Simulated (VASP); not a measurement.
Write the native input for VASP 6.6.1 that does the following.

```
Task                   : relaxation of cell and atoms
Functional             : PBE
Potentials or basis    : VASP PAW PBE potentials, release 64 (Si, Mo_sv)
Cutoff                 : 600 eV
k mesh                 : 8 × 8 × 4
Occupations            : gaussian, width 0.1 eV
Spin                   : no spin polarisation
Dipole correction      : no
Further INCAR settings : ALGO = Normal; EDIFF = 1e-06; IBRION = 2; EDIFFG = -0.01; NSW = 100; ISIF = 3
```

The structure of Si7Mo lies in POSCAR:

```
Si7Mo
1.0
    2.4507296693     -2.7760185254      0.0000000000
    2.4507296693      2.7760185254      0.0000000000
   -0.0487009187      0.0000000000      9.1572932546
Si Mo
7 1
Direct
    0.4161702684      0.0948588087      0.7499137358
    0.9051411913      0.5838297316      0.2500862642
    0.9826903831      0.5142075368      0.7462829735
    0.4857924632      0.0173096169      0.2537170265
    0.7465850380      0.2534149620      0.0000000000
    0.6946646281      0.8040804096      0.5402982291
    0.1959195904      0.3053353719      0.4597017709
    0.2149871177      0.7850128823      0.0000000000
```

These files were run (other wordings do the same):

INCAR

```
PREC     = Accurate       # precision mode
ENCUT    = 600            # plane-wave cutoff, eV
EDIFF    = 1E-6           # SCF threshold, eV
ISMEAR   = 0              # smearing method
SIGMA    = 0.1            # smearing width, eV
LREAL    = F              # projectors in reciprocal space
LASPH    = T              # aspherical terms in the spheres
NELM     = 60             # most SCF steps
ALGO     = Normal         # electronic algorithm
ISIF     = 3              # what is computed and relaxed
LWAVE    = F              # write WAVECAR
LCHARG   = F              # write CHGCAR
GGA      = PE             # functional
IBRION   = 2              # ionic algorithm
NSW      = 100            # ionic steps
EDIFFG   = -0.01          # ionic threshold
```

KPOINTS

```
Automatic mesh
0
Gamma
  8 8 4
```

Potentials or basis: VASP PAW PBE potentials, release 64 (Si, Mo_sv).

The run is started by

```bash
$ cat potpaw_PBE.64/Si/POTCAR potpaw_PBE.64/Mo_sv/POTCAR > POTCAR
$ mpirun -np 1 vasp_std > vasp.out
```

Results of the run:

The relaxed volume is 15.52 Å³/atom. The relaxed cell is a = 3.681 Å, b = 3.681 Å, c = 9.217 Å, α = 90.03°, β = 90.03°, γ = 96.26°. The space group after relaxing (to 0.05 Å) is C2 (No. 5) and the energy gained by relaxing is 0.6 meV/atom. The ionic steps are 36. The pressure after relaxing is 0.0 GPa, the largest force after relaxing is 0.010 eV/Å and the band gap on the k mesh is zero (band 21 reaches 10.03 eV, above the bottom of band 22 at 8.77 eV).

It took 58 min on 1 thread of Intel(R) Xeon(R) Platinum 8488C (Sapphire Rapids) (shared host), peak memory 0.46 GiB.
